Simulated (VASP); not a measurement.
# Au (Fm-3m) in VASP: a series of runs

The runs below take Au through single point, with r2SCAN, LDA, r2SCAN+rVV10.

Everything below comes from runs of VASP 6.6.1. Logs are shortened: lines on timing, memory, paths and dates and some standing lists are left out, and cuts for length are marked.

## Step 1: The cell of the first run

The structure is cubic, space group Fm-3m (No. 225). The conventional cell has a = 4.124 Å, b = 4.124 Å, c = 4.124 Å, α = 90.00°, β = 90.00°, γ = 90.00°. Within 3.8 Å of Au (site symmetry m-3m) lie 12 Au at 2.92 Å.

## Step 2: Single point, r2SCAN

POSCAR reads:

```
Au
1.0
    0.0000000000      2.0617793868      2.0617793868
    2.0617793868      0.0000000000      2.0617793868
    2.0617793868      2.0617793868      0.0000000000
Au
1
Direct
    0.0000000000      0.0000000000      0.0000000000
```

INCAR.step1 reads:

```
SYSTEM = Au
PREC     = Accurate       ! precision mode
ENCUT    = 520            ! plane-wave cutoff, eV
ISMEAR   = -1             ! smearing method
SIGMA    = 0.05           ! smearing width, eV
LREAL    = .FALSE.        ! projectors in reciprocal space
LASPH    = .TRUE.         ! aspherical terms in the spheres
NELM     = 60             ! most SCF steps
NBANDS   = 12             ! bands
GGA      = PE             ! functional
ALGO     = Normal         ! electronic algorithm
EDIFF    = 1E-4           ! SCF threshold, eV
LWAVE    = .TRUE.         ! write WAVECAR
LCHARG   = .FALSE.        ! write CHGCAR
```

INCAR.step2 reads:

```
SYSTEM = Au
PREC     = Accurate       ! precision mode
ENCUT    = 520            ! plane-wave cutoff, eV
EDIFF    = 1E-6           ! SCF threshold, eV
ISMEAR   = -1             ! smearing method
SIGMA    = 0.05           ! smearing width, eV
LREAL    = .FALSE.        ! projectors in reciprocal space
LASPH    = .TRUE.         ! aspherical terms in the spheres
NELM     = 60             ! most SCF steps
ALGO     = Normal         ! electronic algorithm
ISIF     = 2              ! what is computed and relaxed
LWAVE    = .FALSE.        ! write WAVECAR
LCHARG   = .TRUE.         ! write CHGCAR
METAGGA  = R2SCAN         ! meta-GGA
LMIXTAU  = .TRUE.       
LELF     = .TRUE.         ! ELF
LVHAR    = .TRUE.       
NBANDS   = 12             ! bands
ISTART   = 1
```

KPOINTS reads:

```
regular mesh
0
G
  11 11 11
  0 0 0
```

Potentials or basis: VASP PAW PBE potentials, release 64 (Au).

Started as:

```
> cat potpaw_PBE.64/Au/POTCAR > POTCAR
> cp INCAR.step1 INCAR
> mpirun -np 1 vasp_std > vasp.out
> cp INCAR.step2 INCAR
> mpirun -np 1 vasp_std > vasp.out
```

OUTCAR:

```text
SYSTEM = Au
   PREC = Accurate
   ENCUT = 520
   EDIFF = 1E-6
   ISMEAR = -1
   LREAL = .FALSE.
   LASPH = .TRUE.
   NELM = 60
   ISIF = 2
   METAGGA = R2SCAN
   ISTART = 1

 ion  position               nearest neighbor table
   1  0.000  0.000  0.000-

  LATTYP: Found a face centered cubic cell.
 ALAT       =     4.1235587736

  Lattice vectors:

 A1 = (   0.0000000000,   2.0617793868,   2.0617793868)
 A2 = (   2.0617793868,   0.0000000000,   2.0617793868)
 A3 = (   2.0617793868,   2.0617793868,   0.0000000000)

Analysis of symmetry for initial positions (statically):
=====================================================================
 Subroutine PRICEL returns:
 Original cell was already a primitive cell.

 Routine SETGRP: Setting up the symmetry group for a
 face centered cubic supercell.

 Subroutine GETGRP returns: Found 48 space group operations
[... 9 lines left out ...]

 Routine SETGRP: Setting up the symmetry group for a
 face centered cubic supercell.

 Subroutine GETGRP returns: Found 48 space group operations
[... 11 lines left out ...]
                                     Primitive cell

  volume of cell :      17.5290

  direct lattice vectors                    reciprocal lattice vectors
     0.000000000  2.061779387  2.061779387    -0.242508972  0.242508972  0.242508972
     2.061779387  0.000000000  2.061779387     0.242508972 -0.242508972  0.242508972
     2.061779387  2.061779387  0.000000000     0.242508972  0.242508972 -0.242508972

  length of vectors
     2.915796371  2.915796371  2.915796371     0.420037861  0.420037861  0.420037861

  position of ions in fractional coordinates (direct lattice)
     0.000000000  0.000000000  0.000000000

  ion indices of the primitive-cell ions
   primitive index   ion index
                 1           1

----------------------------------------------------------------------------------------

 KPOINTS: regular mesh

Automatic generation of k-mesh.
 Grid dimensions read from file:
 generate k-points for:   11   11   11

 Generating k-lattice:

  Cartesian coordinates                     Fractional coordinates (reciprocal lattice)
    -0.022046270  0.022046270  0.022046270     0.090909091  0.000000000  0.000000000
     0.022046270 -0.022046270  0.022046270     0.000000000  0.090909091  0.000000000
     0.022046270  0.022046270 -0.022046270     0.000000000  0.000000000  0.090909091

  Length of vectors
     0.038185260  0.038185260  0.038185260

  Shift w.r.t. Gamma in fractional coordinates (k-lattice)
     0.000000000  0.000000000  0.000000000

 Subroutine IBZKPT returns following result:
 ===========================================

 Found     56 irreducible k-points:

 Following reciprocal coordinates:
            Coordinates               Weight
  0.000000  0.000000  0.000000      1.000000
  0.090909  0.000000  0.000000      8.000000
  0.181818  0.000000  0.000000      8.000000
  0.272727  0.000000  0.000000      8.000000
  0.363636  0.000000  0.000000      8.000000
  0.454545  0.000000  0.000000      8.000000
[... 16 lines left out ...]
 -0.272727  0.181818  0.000000     24.000000
 -0.181818  0.181818  0.000000     12.000000
 [... further k-points ...]
   k-points           NKPTS =     56   k-points in BZ     NKDIM =     56   number of bands    NBANDS=     12
   number of dos      NEDOS =    301   number of ions     NIONS =      1
   total plane-waves  NPLWV =  13824
   dimension x,y,z NGX =    24 NGY =   24 NGZ =   24
   dimension x,y,z NGXF=    48 NGYF=   48 NGZF=   48
   ions per type =               1
   NGX,Y,Z   is equivalent  to a cutoff of  13.68, 13.68, 13.68 a.u.
   NGXF,Y,Z  is equivalent  to a cutoff of  27.37, 27.37, 27.37 a.u.
 SYSTEM =  Au
   PREC   = accura    normal or accurate (medium, high low for compatibility)
   ISTART =      1    job   : 0-new  1-cont  2-samecut
   ICHARG =      0    charge: 1-file 2-atom 10-const
   ISPIN  =      1    spin polarized calculation?
   LNONCOLLINEAR =      F non collinear calculations
   LSORBIT =      F    spin-orbit coupling
   LASPH  =      T    aspherical Exc in radial PAW
   ENCUT  =  520.0 eV  38.22 Ry    6.18 a.u.   5.42  5.42  5.42*2*pi/ulx,y,z
   NELM   =     60;   NELMIN=  2; NELMDL=  0     # of ELM steps
   EDIFF  = 0.1E-05   stopping-criterion for ELM
   LREAL  =      F    real-space projection
   EDIFFG = 0.1E-04   stopping-criterion for IOM
   NSW    =      0    number of steps for IOM
   IBRION =     -1    ionic relax: 0-MD 1-quasi-New 2-CG
   NFREE  =      0    steps in history (QN), initial steepest desc. (CG)
   ISIF   =      2    stress and relaxation
   ISYM   =      2    0-nonsym 1-usesym 2-fastsym
   POTIM  = 0.5000    time-step for ionic-motion
   TEBEG  =    0.0;   TEEND  =   0.0 temperature during run
   PSTRESS=    0.0 pullay stress
   NELECT =      11.0000    total number of electrons
   NUPDOWN=      -1.0000    fix difference up-down
   EMIN   =  10.00;   EMAX   =-10.00  energy-range for DOS
[... 5 lines left out ...]
     AMIX     =   0.40;   BMIX     =  1.00
     AMIX_MAG =   1.60;   BMIX_MAG =  1.00
  volume/ion in A,a.u.               =      17.53       118.29
  Fermi-wavevector in a.u.,A,eV,Ry     =   1.401587  2.648616 26.727929  1.964447
  Thomas-Fermi vector in A             =   2.524434
   LORBIT       =      0    0 simple, 1 ext, 2 COOP (PROOUT), +10 PAW based schemes
   METAGGA = R2SCAN    functional components
   LHFCALC =     F    Hartree Fock is set to
   AEXX    =    0.0000 exact exchange contribution
   IVDW    =     0    specifies the selected vdW correction
   LEPSILON=     F    determine dielectric tensor
   LRPA    =     F    only Hartree local field effects (RPA)
 non-spin polarized calculation
  energy-cutoff  :      520.00
  volume of cell :       17.53
 maximum number of plane-waves:       495
 NGX is ok and might be reduce to    24
   NGX = 11   NGY = 11   NGZ = 11

 number of electron      11.0000001 magnetization

 Free energy of the ion-electron system (eV)
  ---------------------------------------------------
  ext. energy  EPLUGINS =         0.00000000
  ---------------------------------------------------
  free energy    TOTEN  =       -50.60517976 eV

  energy without entropy =      -50.60460607  energy(sigma->0) =      -50.60489292

 E-fermi :   9.0047     XC(G=0): -13.4300

 val. band max:        8.8064881678   @ k =   0.4545   0.3636   0.0000
 cond. band min:       9.1719084425   @ k =  -0.4545   0.0909   0.0000
 fundamental gap:      0.3654202747
 Fermi energy:         9.0046910755

 k-point     1 :       0.0000    0.0000    0.0000
  band No.  band energies     occupation
      1      -0.9224      2.00000
      2       4.0688      2.00000
      3       4.0688      2.00000
      4       4.0688      2.00000
      5       5.5254      2.00000
      6       5.5254      2.00000
      7      24.2123      0.00000
      8      28.1393      0.00000
      9      28.1393      0.00000
     10      28.1393      0.00000
     11      33.3251      0.00000
     12      37.4746      0.00000

 k-point     2 :       0.0909    0.0000    0.0000
  band No.  band energies     occupation
      1      -0.6333      2.00000
      2       3.9847      2.00000
      3       4.1625      2.00000
      4       4.1625      2.00000
      5       5.4881      2.00000
      6       5.4881      2.00000
      7      24.4974      0.00000
      8      26.4753      0.00000
      9      28.4516      0.00000
     10      28.4516      0.00000
     11      33.8574      0.00000
     12      36.0073      0.00000

 k-point     3 :       0.1818    0.0000    0.0000
  band No.  band energies     occupation
      1       0.1565      2.00000
      2       3.8586      2.00000
      3       4.3299      2.00000
      4       4.3299      2.00000
      5       5.4983      2.00000
      6       5.4983      2.00000
      7      23.0594      0.00000
      8      25.3538      0.00000
      9      29.1691      0.00000
     10      29.1691      0.00000
     11      31.7159      0.00000
     12      33.7776      0.00000

 k-point     4 :       0.2727    0.0000    0.0000
  band No.  band energies     occupation
      1       1.0774      2.00000
      2       4.1557      2.00000
      3       4.3135      2.00000
      4       4.3135      2.00000
      5       5.8093      2.00000
      6       5.8093      2.00000
      7      19.4505      0.00000
      8      25.1099      0.00000
      9      29.1230      0.00000
     10      29.1230      0.00000
     11      31.6695      0.00000
     12      32.6576      0.00000

 k-point     5 :       0.3636    0.0000    0.0000
  band No.  band energies     occupation
      1       1.4911      2.00000
      2       4.1577      2.00000
      3       4.1577      2.00000
      4       5.5549      2.00000
      5       6.3075      2.00000
      6       6.3075      2.00000
      7      15.7310      0.00000
      8      24.2956      0.00000
      9      27.7238      0.00000
     10      27.7238      0.00000
     11      33.4363      0.00000
     12      33.4370      0.00000
[... 228 lines left out ...]
      1       2.2333      2.00000
      2       3.6296      2.00000
      3       4.6401      2.00000
      4       4.8669      2.00000
      5       6.6671      2.00000
      6      10.8259      0.00000
      7      11.9885      0.00000
      8      21.9952      0.00000
      9      24.7243      0.00000
     10      25.3789      0.00000
     11      34.9592      0.00000
     12      35.0136      0.00000

 k-point    22 :      -0.3636    0.1818    0.0000
  band No.  band energies     occupation
      1       2.3223      2.00000
      2       3.7055      2.00000
      3       4.6195      2.00000
      4       4.7420      2.00000
      5       6.2022      2.00000
      6       9.3316      0.00289
      7      14.1658      0.00000
      8      21.3468      0.00000
      9      25.4290      0.00000
     10      26.3316      0.00000
     11      33.2222      0.00000
     12      34.9994      0.00000

 k-point    23 :      -0.2727    0.1818    0.0000
  band No.  band energies     occupation
      1       2.3173      2.00000
      2       3.7316      2.00000
      3       4.1309      2.00000
      4       4.7262      2.00000
      5       5.5513      2.00000
      6       7.8193      2.00000
      7      17.5501      0.00000
      8      21.4360      0.00000
      9      26.0776      0.00000
     10      28.6675      0.00000
     11      30.8930      0.00000
     12      35.0167      0.00000

 k-point    24 :      -0.1818    0.1818    0.0000
  band No.  band energies     occupation
      1       1.6541      2.00000
      2       3.4925      2.00000
      3       4.2827      2.00000
      4       4.9265      2.00000
      5       4.9488      2.00000
      6       6.7485      2.00000
      7      20.6221      0.00000
      8      22.5142      0.00000
      9      27.3262      0.00000
     10      28.8935      0.00000
     11      31.2174      0.00000
     12      33.9964      0.00000

 [... further k-points ...]

------------------------ aborting loop because EDIFF is reached ----------------------------------------

  FORCE on cell =-STRESS in cart. coord.  units (eV):
  Direction    XX          YY          ZZ          XY          YZ          ZX
  --------------------------------------------------------------------------------------
  -------------------------------------------------------------------------------------
  Total        0.0267571      0.0267571      0.0267571      0.0000000      0.0000000     -0.0000000
  in kB        2.4456384      2.4456384      2.4456384      0.0000000      0.0000000     -0.0000000
  external PRESSURE =       2.4456384 kB  Pullay stress =       0.0000000 kB

 VOLUME and BASIS-vectors are now :
 -----------------------------------------------------------------------------
  energy-cutoff  :      520.00
  volume of cell :       17.53
      direct lattice vectors                 reciprocal lattice vectors
     0.000000000  2.061779387  2.061779387    -0.242508972  0.242508972  0.242508972
     2.061779387  0.000000000  2.061779387     0.242508972 -0.242508972  0.242508972
     2.061779387  2.061779387  0.000000000     0.242508972  0.242508972 -0.242508972

 POSITION                                       TOTAL-FORCE (eV/Angst)
 -----------------------------------------------------------------------------------
      0.00000      0.00000      0.00000        -0.000000      0.000000      0.000000
 -----------------------------------------------------------------------------------
    total drift:                               -0.000000     -0.000000      0.000000

  FREE ENERGIE OF THE ION-ELECTRON SYSTEM (eV)
  ---------------------------------------------------
  free  energy   TOTEN  =       -50.6051797636 eV

  energy  without entropy=      -50.6046060735  energy(sigma->0) =      -50.60489292
```

Wall time 37 s (1 thread of AMD EPYC 9R45 (Zen 5), shared host); peak memory 0.12 GiB.

Results:

```yaml
Free_energy: -50.6052 eV
Pressure: 0.2 GPa
```

Caveat: the PAW data sets were made with another functional, which shifts forces and pressure a little; spin-orbit coupling is left out, which moves the levels of the heavy elements.

## Step 3: Single point, r2SCAN

This run uses another cell than the first one, of 17.87 Å³/atom, 1.019 times its volume.

POSCAR reads:

```
Au
1.0
    0.0000000000      2.0749120936      2.0749120936
    2.0749120936      0.0000000000      2.0749120936
    2.0749120936      2.0749120936      0.0000000000
Au
1
Direct
    0.0000000000      0.0000000000      0.0000000000
```

INCAR.step1 reads:

```
PREC = Accurate
ENCUT = 520
ISMEAR = -1
SIGMA = 0.05
LREAL = False
LASPH = True
NELM = 100
NBANDS = 12
GGA = PE
ALGO = Normal
EDIFF = 1E-4
LWAVE = True
LCHARG = False
```

INCAR.step2 reads:

```
PREC = Accurate
ENCUT = 520
EDIFF = 1E-6
ISMEAR = -1
SIGMA = 0.05
LREAL = False
LASPH = True
NELM = 100
ALGO = Normal
ISIF = 2
LWAVE = False
LCHARG = False
METAGGA = R2SCAN
LMIXTAU = True
NBANDS = 12
ISTART = 1
```

KPOINTS reads:

```
regular mesh
0
Gamma
  11 11 11
```

Potentials or basis: VASP PAW PBE potentials, release 64 (Au).

Started as:

```
> cat potpaw_PBE.64/Au/POTCAR > POTCAR
> cp INCAR.step1 INCAR
> mpirun -np 1 vasp_std > vasp.out
> cp INCAR.step2 INCAR
> mpirun -np 1 vasp_std > vasp.out
```

Run time: 34 s. Hardware: 1 thread of AMD EPYC 9R45 (Zen 5), shared host; peak memory 0.12 GiB.

Results (log left out):

```
Free energy : -50.6028 eV
Pressure    : -2.6 GPa
```

Levels at points of the mesh, in eV from the Fermi level:
| k point | band 3 | band 4 | band 5 | band 6 | band 7 | band 8 | band 9 | band 10 |
| --- | --- | --- | --- | --- | --- | --- | --- | --- |
| (0.00, 0.00, 0.00) | -4.85 | -4.85 | -3.44 | -3.44 | 15.21 | 19.02 | 19.02 | 19.02 |

Caveat: the PAW data sets were made with another functional, which shifts forces and pressure a little; spin-orbit coupling is left out, which moves the levels of the heavy elements.

## Step 4: Single point, LDA

This run uses another cell than the first one, of 16.85 Å³/atom, 0.962 times its volume.

INCAR reads:

```
  ALGO = Normal
  EDIFF = 1E-7
  ENCUT = 520
  ISIF = 2
  ISMEAR = -1
  LASPH = T
  LCHARG = T
  LELF = T
  LREAL = F
  LVHAR = T
  LWAVE = F
  NBANDS = 12
  NELM = 60
  PREC = Accurate
  SIGMA = 0.05
```

KPOINTS reads:

```
k-points
0
Gamma
  11 11 11
```

POSCAR reads:

```
Au
1.0
    0.0000000000      2.0350000000      2.0350000000
    2.0350000000      0.0000000000      2.0350000000
    2.0350000000      2.0350000000      0.0000000000
Au
1
Direct
    0.0000000000      0.0000000000      0.0000000000
```

Potentials or basis: VASP PAW LDA potentials, release 64 (Au).

Started as:

```
> cat potpaw_LDA.64/Au/POTCAR > POTCAR
> mpirun -np 1 vasp_std > vasp.out
```

It took 8.8 s on 1 thread of AMD EPYC 7R13 (Zen 3), shared host; peak memory 0.1 GiB.

It converged, with:

* Free energy: -4.4527 eV
* Pressure: -2.6 GPa

Levels at points of the mesh, in eV from the Fermi level:
```csv
k point,band 4,band 5,band 6,band 7,band 8,band 9
"(0.00, 0.00, 0.00)",-4.77,-3.21,-3.21,14.47,18.48,18.48
```

Caveat: spin-orbit coupling is left out, which moves the levels of the heavy elements.

## Step 5: Single point, r2SCAN+rVV10

POSCAR reads:

```
Au
1.0
    0.0000000000      2.0617793868      2.0617793868
    2.0617793868      0.0000000000      2.0617793868
    2.0617793868      2.0617793868      0.0000000000
Au
1
Direct
    0.0000000000      0.0000000000      0.0000000000
```

INCAR.step1 reads:

```
SYSTEM = Au
PREC = Accurate ; ENCUT = 520
ISMEAR = -1 ; SIGMA = 0.05
LREAL = .FALSE. ; LASPH = .TRUE.
NELM = 100 ; NBANDS = 12
GGA = PE ; ALGO = Normal
EDIFF = 1E-4 ; LWAVE = .TRUE.
LCHARG = .FALSE.
```

INCAR.step2 reads:

```
SYSTEM = Au
PREC = Accurate ; ENCUT = 520
EDIFF = 1E-7 ; ISMEAR = -1
SIGMA = 0.05 ; LREAL = .FALSE.
LASPH = .TRUE. ; NELM = 100
ALGO = Normal ; ISIF = 2
LWAVE = .FALSE. ; LCHARG = .FALSE.
METAGGA = R2SCAN ; LMIXTAU = .TRUE.
LUSE_VDW = .TRUE. ; IVDW_NL = 2
BPARAM = 11.95 ; CPARAM = 0.0093
NBANDS = 12 ; ISTART = 1
```

KPOINTS reads:

```
Automatic mesh
0
G
  11 11 11
  0 0 0
```

Potentials or basis: VASP PAW PBE potentials, release 64 (Au).

Started as:

```
> cat potpaw_PBE.64/Au/POTCAR > POTCAR
> cp INCAR.step1 INCAR
> mpirun -np 1 vasp_std > vasp.out
> cp INCAR.step2 INCAR
> mpirun -np 1 vasp_std > vasp.out
```

Run time: 49 s. Hardware: 1 thread of Intel Xeon Platinum 8488C (Sapphire Rapids), shared host; peak memory 0.21 GiB.

It converged, with:

```
Free energy : -50.3949 eV
Pressure    : -1.7 GPa
```

Levels at points of the mesh, in eV from the Fermi level:
```tsv
k point	band 2	band 3	band 4	band 5	band 6	band 7	band 8	band 9	band 10	band 11
(0.00, 0.00, 0.00)	-4.92	-4.92	-4.92	-3.46	-3.46	15.20	19.13	19.13	19.13	24.30
```

Caveat: the PAW data sets were made with another functional, which shifts forces and pressure a little; spin-orbit coupling is left out, which moves the levels of the heavy elements.

## Step 6: The runs side by side

| level | potentials or basis | cell | gap on the mesh (eV) | pressure (GPa) |
| --- | --- | --- | --- | --- |
| r2SCAN | VASP PAW PBE potentials, release 64 (Au) | a = 2.916 Å, angles 60.0°, 1 atom | none | 0.2 |
| r2SCAN | VASP PAW PBE potentials, release 64 (Au) | a = 2.934 Å, angles 60.0°, 1 atom | none | -2.6 |
| LDA | VASP PAW LDA potentials, release 64 (Au) | a = 2.878 Å, angles 60.0°, 1 atom | none | -2.6 |
| r2SCAN+rVV10 | VASP PAW PBE potentials, release 64 (Au) | a = 2.916 Å, angles 60.0°, 1 atom | none | -1.7 |

Alike in all rows: task single point; no spin polarisation; k mesh 11 × 11 × 11; cutoff (eV) 520; smearing fermi-dirac 0.05 eV.

Caveats: spin-orbit coupling is left out, which moves the levels of the heavy elements; the PAW data sets were made with another functional, which shifts forces and pressure a little (some runs).

Total energies depend on the potentials used, so only differences within one code and one set of settings carry meaning.
